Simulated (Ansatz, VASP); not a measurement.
**Ta2SiC in VASP and in Ansatz**

```
Ta Si C
1.0
     2.72047    0.00000    0.00000
     0.00000    2.72047    0.00000
     0.00000    0.00000    9.48018
Ta Si C
2 1 1
Cartesian
  0.0000 0.0000 7.4351
  0.0000 0.0000 2.0451
  0.0000 0.0000 4.7401
  0.0000 0.0000 0.0000
```

Alike in both runs: functional PBE; k mesh 6 × 6 × 2; occupations gaussian, width 0.1 eV; no spin polarisation.

Ansatz relaxed the structure, and its values are those at the end. VASP's run is a single point on that final structure, the one shown.

|  | VASP | Ansatz |
| --- | --- | --- |
| version | VASP 6.6.1 | Ansatz 0.2.0 |
| potentials or method | VASP PAW PBE potentials, release 64 (Ta_pv, Si, C), cutoff 520 eV | scalar-relativistic, plane waves, PAW |
| valence electrons in the cell | 30 | 34 |

```csv
,VASP,Ansatz,Ansatz less VASP
gap on the k mesh at the Fermi level (eV),none,none,-
pressure (GPa),0.2,0.0,-0.12
rms of the force components (eV/Å),0.008,0.000,-0.0079
```

A gap of «none» marks a metal or a gap that the smearing closes. The functional is the same, so the differences come from potentials, cutoffs and numerics. VASP's potentials hold 30 valence electrons a cell and Ansatz's 34, so a difference there can come from the potentials and not from the codes.

The k mesh is coarse, so the values compare programs but aren't converged. Neither program's run includes spin-orbit coupling.
